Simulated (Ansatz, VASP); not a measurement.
## Zr3Si2: VASP beside Ansatz

File POSCAR:

```
Zr3Si2
1.0
    7.1084398645      0.0000000000      0.0000000000
    0.0000000000      7.1084398645      0.0000000000
    0.0000000000      0.0000000000      3.7051280783
Zr Si
6 4
Direct
    0.1739136664      0.6739136664      0.5000000000
    0.8260863336      0.3260863336      0.5000000000
    0.3260863336      0.1739136664      0.5000000000
    0.6739136664      0.8260863336      0.5000000000
    0.0000000000      0.0000000000      0.0000000000
    0.5000000000      0.5000000000      0.0000000000
    0.6219463334      0.1219463334      0.0236159178
    0.3780536666      0.8780536666      0.0236159178
    0.8780536666      0.6219463334      0.0236159178
    0.1219463334      0.3780536666      0.0236159178
```

The input INCAR.step1:

```
PREC = Accurate
ENCUT = 520
ISMEAR = 0
SIGMA = 0.15
LREAL = False
LASPH = True
NELM = 100
NBANDS = 55
GGA = PE
ALGO = Normal
EDIFF = 1E-4
LWAVE = True
LCHARG = False
```

File INCAR.step2:

```
PREC = Accurate
ENCUT = 520
EDIFF = 1E-6
ISMEAR = 0
SIGMA = 0.15
LREAL = False
LASPH = True
NELM = 100
ALGO = Normal
ISIF = 2
LWAVE = False
LCHARG = False
METAGGA = R2SCAN
LMIXTAU = True
NBANDS = 55
ISTART = 1
```

The input KPOINTS:

```
regular mesh
0
Gamma
  6 6 10
```

Input for Ansatz:

```yaml
crystal:
  lattice:
    - [7.1084398645, 0.0, 0.0]
    - [0.0, 7.1084398645, 0.0]
    - [0.0, 0.0, 3.7051280783]
  atoms:
    - { symbol: Zr, position: [0.1739136664, 0.6739136664, 0.5] }
    - { symbol: Zr, position: [0.8260863336, 0.3260863336, 0.5] }
    - { symbol: Zr, position: [0.3260863336, 0.1739136664, 0.5] }
    - { symbol: Zr, position: [0.6739136664, 0.8260863336, 0.5] }
    - { symbol: Zr, position: [0.0, 0.0, 0.0] }
    - { symbol: Zr, position: [0.5, 0.5, 0.0] }
    - { symbol: Si, position: [0.6219463334, 0.1219463334, 0.0236159178] }
    - { symbol: Si, position: [0.3780536666, 0.8780536666, 0.0236159178] }
    - { symbol: Si, position: [0.8780536666, 0.6219463334, 0.0236159178] }
    - { symbol: Si, position: [0.1219463334, 0.3780536666, 0.0236159178] }
basis:
  ecutwfc: 500
kpoints:
  mp_grid: { grid: [6, 6, 10] }
hamiltonian:
  xc: r2scan
scf:
  occupations: { method: gaussian, width: 0.15 }
output:
  forces: true
  stress: true
  eigenvalues: true
```

Change from the starting cell: all Si atoms moved +0.087 Å, as atom 7 along Cartesian [0 0 1].

Alike in both runs: task single point; functional r2SCAN; k mesh 6 × 6 × 10; occupations gaussian, width 0.15 eV; no spin polarisation.

|  | VASP | Ansatz |
| --- | --- | --- |
| version | VASP 6.6.1 | Ansatz 0.2.0 |
| potentials or method | VASP PAW PBE potentials, release 64 (Zr_sv, Si), cutoff 520 eV | scalar-relativistic, plane waves, PAW |
| valence electrons in the cell | 88 | 88 |

Ansatz gave:

| Item | Value |
| --- | --- |
| gap on the k mesh at the Fermi level (eV) | none |
| pressure (GPa) | 0.3 |
| traceless stress, the component that is largest in VASP (GPa) | -0.18 |
| rms of the force components (eV/Å) | 0.357 |

Task: Estimate VASP's values.

Result: gap on the k mesh at the Fermi level (eV): none; pressure (GPa): 0.3; traceless stress, the component that is largest in VASP (GPa): -0.15; rms of the force components (eV/Å): 0.357.

VASP's potentials were made for PBE, not for r2SCAN. Atom by atom the forces differ by 0.002 eV/Å (rms over components). A gap of «none» marks a metal or a gap that the smearing closes.
